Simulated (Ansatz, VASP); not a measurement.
# One calculation of Si, two programs

INCAR

```
PREC = Accurate
ENCUT = 520
EDIFF = 1E-7
ISMEAR = 0
SIGMA = 0.15
LREAL = False
LASPH = True
NELM = 80
ALGO = Normal
ISIF = 2
LWAVE = False
LCHARG = False
GGA = CA
NBANDS = 26
```

Contents of KPOINTS:

```
regular mesh
0
Gamma
  10 10 8
```

File POSCAR:

```
Si
1.0
    4.3245302618     -2.3129710846      0.0000000000
    4.3245302618      2.3129710846      0.0000000000
    0.0000000000      0.0000000000      5.4608395773
Si
8
Direct
    0.5000000000      0.5000000000      0.7705063100
    0.5000000000      0.5000000000      0.2294936900
    1.0000000000      0.0000000000      0.2705063100
    0.0000000000      1.0000000000      0.7294936900
    0.7262158274      0.7262158274      0.5000000000
    0.2262158274      0.2262158274      0.0000000000
    0.2737841726      0.2737841726      0.5000000000
    0.7737841726      0.7737841726      0.0000000000
```

Input for Ansatz:

```yaml
crystal:
  lattice:
    - [4.3245302618, -2.3129710846, 0.0]
    - [4.3245302618, 2.3129710846, 0.0]
    - [0.0, 0.0, 5.4608395773]
  atoms:
    - { symbol: Si, position: [0.5, 0.5, 0.77050631] }
    - { symbol: Si, position: [0.5, 0.5, 0.22949369] }
    - { symbol: Si, position: [1.0, 0.0, 0.27050631] }
    - { symbol: Si, position: [0.0, 1.0, 0.72949369] }
    - { symbol: Si, position: [0.7262158274, 0.7262158274, 0.5] }
    - { symbol: Si, position: [0.2262158274, 0.2262158274, 0.0] }
    - { symbol: Si, position: [0.2737841726, 0.2737841726, 0.5] }
    - { symbol: Si, position: [0.7737841726, 0.7737841726, 0.0] }
basis:
  ecutwfc: 420
kpoints:
  mp_grid: { grid: [10, 10, 8] }
hamiltonian:
  xc: lda
scf:
  occupations: { method: gaussian, width: 0.15 }
output:
  forces: true
  stress: true
  eigenvalues: true
```

Change from the starting cell: strain -0.050 along x and y, +0.025 along z, atoms carried along.

Alike in both runs: task single point; functional LDA; k mesh 10 × 10 × 8; occupations gaussian, width 0.15 eV; no spin polarisation.

```csv
,VASP,Ansatz
version,VASP 6.6.1,Ansatz 0.2.0
potentials or method,"VASP PAW LDA potentials, release 64 (Si), cutoff 520 eV","scalar-relativistic, plane waves, PAW"
valence electrons in the cell,32,32
```

```csv
,VASP,Ansatz,Ansatz less VASP
gap on the k mesh at the Fermi level (eV),none,none,-
pressure (GPa),11.9,11.7,-0.13
"traceless stress, the component that is largest in VASP (GPa)",-8.84,-8.80,+0.039
rms of the force components (eV/Å),0.113,0.111,-0.0016
```

LDA's correlation is that of Perdew and Zunger in VASP and of Perdew and Wang (1992) in Ansatz. Atom by atom the forces differ by 0.002 eV/Å (rms over components). A gap of «none» marks a metal or a gap that the smearing closes.
